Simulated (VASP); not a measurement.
# CdS (Fm-3m) in VASP: further runs

The runs below take CdS through single point, with PBEsol.

Everything below comes from runs of VASP 6.6.1. Logs are shortened: lines on timing, memory, paths and dates and some standing lists are left out, and cuts for length are marked.

## 1. The cell of the first run

The structure is cubic, space group Fm-3m (No. 225). The conventional cell has a = 5.316 Å, b = 5.316 Å, c = 5.316 Å, α = 90.00°, β = 90.00°, γ = 90.00°. Within 3.5 Å of Cd (site symmetry m-3m) lie 6 S at 2.66 Å. S (site symmetry m-3m) has 6 Cd at 2.66 Å within 3.5 Å.

## 2. Single point, PBEsol

File INCAR:

```
SYSTEM = CdS
PREC     = Accurate       ! precision mode
ENCUT    = 500            ! plane-wave cutoff, eV
EDIFF    = 1E-6           ! SCF threshold, eV
ISMEAR   = 0              ! smearing method
SIGMA    = 0.01           ! smearing width, eV
LREAL    = .False.        ! projectors in reciprocal space
LASPH    = .True.         ! aspherical terms in the spheres
NELM     = 120            ! most SCF steps
ALGO     = Normal         ! electronic algorithm
ISIF     = 2              ! what is computed and relaxed
LWAVE    = .False.        ! write WAVECAR
LCHARG   = .True.         ! write CHGCAR
GGA      = PS             ! functional
LELF     = .True.         ! ELF
LVHAR    = .True.       
NBANDS   = 16             ! bands
GGA_COMPAT= .False.
```

File KPOINTS:

```
regular mesh
0
Gamma
  6 6 6
  0 0 0
```

File POSCAR:

```
CdS
1.0
    0.0000000000      2.6582278552      2.6582278552
    2.6582278552      0.0000000000      2.6582278552
    2.6582278552      2.6582278552      0.0000000000
Cd S
1 1
Direct
    0.0000000000      0.0000000000      0.0000000000
    0.5000000000      0.5000000000      0.5000000000
```

Potentials or basis: VASP PAW PBE potentials, release 64 (Cd, S).

Run with:

```sh
$ cat potpaw_PBE.64/Cd/POTCAR potpaw_PBE.64/S/POTCAR > POTCAR
$ mpirun -np 1 vasp_std > vasp.out
```

OUTCAR:

```text
SYSTEM = CdS
   PREC = Accurate
   ENCUT = 500
   EDIFF = 1E-6
   ISMEAR = 0
   LREAL = .False.
   LASPH = .True.
   NELM = 120
   ISIF = 2
   GGA = PS

 ion  position               nearest neighbor table
   1  0.000  0.000  0.000-   2 2.66   2 2.66   2 2.66   2 2.66   2 2.66   2 2.66
   2  0.500  0.500  0.500-   1 2.66   1 2.66   1 2.66   1 2.66   1 2.66   1 2.66

  LATTYP: Found a face centered cubic cell.
 ALAT       =     5.3164557104

  Lattice vectors:

 A1 = (   0.0000000000,   2.6582278552,   2.6582278552)
 A2 = (   2.6582278552,   0.0000000000,   2.6582278552)
 A3 = (   2.6582278552,   2.6582278552,   0.0000000000)

Analysis of symmetry for initial positions (statically):
=====================================================================
 Subroutine PRICEL returns:
 Original cell was already a primitive cell.

 Routine SETGRP: Setting up the symmetry group for a
 face centered cubic supercell.

 Subroutine GETGRP returns: Found 48 space group operations
 (whereof 48 operations were pure point group operations)
 out of a pool of 48 trial point group operations.

The static configuration has the point symmetry O_h .

Analysis of symmetry for dynamics (positions and initial velocities):
=====================================================================
 Subroutine PRICEL returns:
 Original cell was already a primitive cell.

 Routine SETGRP: Setting up the symmetry group for a
 face centered cubic supercell.

 Subroutine GETGRP returns: Found 48 space group operations
 (whereof 48 operations were pure point group operations)
 out of a pool of 48 trial point group operations.

The dynamic configuration has the point symmetry O_h .

 Subroutine INISYM returns: Found 48 space group operations
 (whereof 48 operations are pure point group operations),
 and found     1 'primitive' translations

----------------------------------------------------------------------------------------

                                     Primitive cell

  volume of cell :      37.5670

  direct lattice vectors                    reciprocal lattice vectors
     0.000000000  2.658227855  2.658227855    -0.188095238  0.188095238  0.188095238
     2.658227855  0.000000000  2.658227855     0.188095238 -0.188095238  0.188095238
     2.658227855  2.658227855  0.000000000     0.188095238  0.188095238 -0.188095238

  length of vectors
     3.759301885  3.759301885  3.759301885     0.325790508  0.325790508  0.325790508

  position of ions in fractional coordinates (direct lattice)
[... 70 lines left out ...]
   EDIFF  = 0.1E-05   stopping-criterion for ELM
   LREAL  =      F    real-space projection
   EDIFFG = 0.1E-04   stopping-criterion for IOM
   NSW    =      0    number of steps for IOM
   IBRION =     -1    ionic relax: 0-MD 1-quasi-New 2-CG
   NFREE  =      0    steps in history (QN), initial steepest desc. (CG)
   ISIF   =      2    stress and relaxation
   ISYM   =      2    0-nonsym 1-usesym 2-fastsym
   POTIM  = 0.5000    time-step for ionic-motion
   TEBEG  =    0.0;   TEEND  =   0.0 temperature during run
   PSTRESS=    0.0 pullay stress
   NELECT =      18.0000    total number of electrons
   NUPDOWN=      -1.0000    fix difference up-down
   EMIN   =  10.00;   EMAX   =-10.00  energy-range for DOS
   EFERMI =   0.00;   METHOD = LEGACY
   ISMEAR =     0;   SIGMA  =   0.01  broadening in eV -4-tet -1-fermi 0-gaus
   EFERMI_NEDOS =   21; number of points for ismear=-14 and -15
   IALGO  =     38    algorithm
   IMIX   =      4    mixing-type and parameters
     AMIX     =   0.40;   BMIX     =  1.00
     AMIX_MAG =   1.60;   BMIX_MAG =  1.00
  volume/ion in A,a.u.               =      18.78       126.76
  Fermi-wavevector in a.u.,A,eV,Ry     =   1.281042  2.420819 22.328104  1.641069
  Thomas-Fermi vector in A             =   2.413435
   LORBIT       =      0    0 simple, 1 ext, 2 COOP (PROOUT), +10 PAW based schemes
   GGA     = PS    functional components
   LHFCALC =     F    Hartree Fock is set to
   AEXX    =    0.0000 exact exchange contribution
   IVDW    =     0    specifies the selected vdW correction
   LEPSILON=     F    determine dielectric tensor
   LRPA    =     F    only Hartree local field effects (RPA)
 non-spin polarized calculation
 Gauss-broadening in eV      SIGMA  =   0.01
  energy-cutoff  :      500.00
  volume of cell :       37.57
 maximum number of plane-waves:       962
   NGX = 13   NGY = 13   NGZ = 13

 number of electron      18.0000001 magnetization

 Free energy of the ion-electron system (eV)
  ---------------------------------------------------
  ext. energy  EPLUGINS =         0.00000000
  ---------------------------------------------------
  free energy    TOTEN  =        -6.60873689 eV

  energy without entropy =       -6.60873689  energy(sigma->0) =       -6.60873689

 E-fermi :   3.7698     XC(G=0): -11.0318

 val. band max:        3.7243201505   @ k =   0.5000   0.0000   0.0000
 cond. band min:       3.8177893798   @ k =   0.5000   0.5000   0.0000
 fundamental gap:      0.0934692293
 Fermi energy:         3.7698065879

 k-point     1 :       0.0000    0.0000    0.0000
  band No.  band energies     occupation
      1      -9.7616      2.00000
      2      -4.1213      2.00000
      3      -4.1213      2.00000
      4      -4.1185      2.00000
      5      -4.1185      2.00000
      6      -4.1185      2.00000
[... 281 lines left out ...]
      3      -4.2214      2.00000
      4      -3.9866      2.00000
      5      -3.7617      2.00000
      6      -3.0777      2.00000
[... 8 lines left out ...]
     15      17.8864      0.00000
     16      18.5334      0.00000

------------------------ aborting loop because EDIFF is reached ----------------------------------------

  FORCE on cell =-STRESS in cart. coord.  units (eV):
  Direction    XX          YY          ZZ          XY          YZ          ZX
  --------------------------------------------------------------------------------------
  -------------------------------------------------------------------------------------
  Total        1.1660838      1.1660838      1.1660838      0.0000000      0.0000000      0.0000000
  in kB       49.7317475     49.7317475     49.7317475      0.0000000      0.0000000      0.0000000
  external PRESSURE =      49.7317475 kB  Pullay stress =       0.0000000 kB

 VOLUME and BASIS-vectors are now :
 -----------------------------------------------------------------------------
  energy-cutoff  :      500.00
  volume of cell :       37.57
      direct lattice vectors                 reciprocal lattice vectors
     0.000000000  2.658227855  2.658227855    -0.188095238  0.188095238  0.188095238
     2.658227855  0.000000000  2.658227855     0.188095238 -0.188095238  0.188095238
     2.658227855  2.658227855  0.000000000     0.188095238  0.188095238 -0.188095238

 POSITION                                       TOTAL-FORCE (eV/Angst)
 -----------------------------------------------------------------------------------
      0.00000      0.00000      0.00000         0.000000      0.000000      0.000000
      2.65823      2.65823      2.65823        -0.000000      0.000000     -0.000000
 -----------------------------------------------------------------------------------
    total drift:                                0.000000      0.000000      0.000000

  FREE ENERGIE OF THE ION-ELECTRON SYSTEM (eV)
  ---------------------------------------------------
  free  energy   TOTEN  =        -6.6087368913 eV

  energy  without entropy=       -6.6087368913  energy(sigma->0) =       -6.60873689
```

stdout:

```text
POSCAR found type information on POSCAR CdS
 POSCAR found :  2 types and       2 ions
 scaLAPACK will be used
 -----------------------------------------------------------------------------
|                                                                             |
|                                                                             |
|     You enforced a specific xc type in the INCAR file but a different       |
|     I HOPE YOU KNOW WHAT YOU ARE DOING!                                     |
|                                                                             |
 -----------------------------------------------------------------------------

 LDA part: xc-table for (Slater+PW92), standard interpolation
 POSCAR, INCAR and KPOINTS ok, starting setup
 FFT: planning ... GRIDC
 FFT: planning ... GRID_SOFT
 FFT: planning ... GRID
 WAVECAR not read
 entering main loop
```

It took 13 s on 1 thread of Intel Xeon 8259CL, shared host; peak memory 0.15 GiB.

Results:

```yaml
Free_energy: -6.6087 eV
Pressure: 5.0 GPa
Band_gap_on_the_k_mesh: 0.09 eV, indirect (least direct gap 2.14 eV)
```

Caveat: the PAW data sets were made with another functional, which shifts forces and pressure a little. A k mesh can miss the band edges.

[end of part 1 of 2]
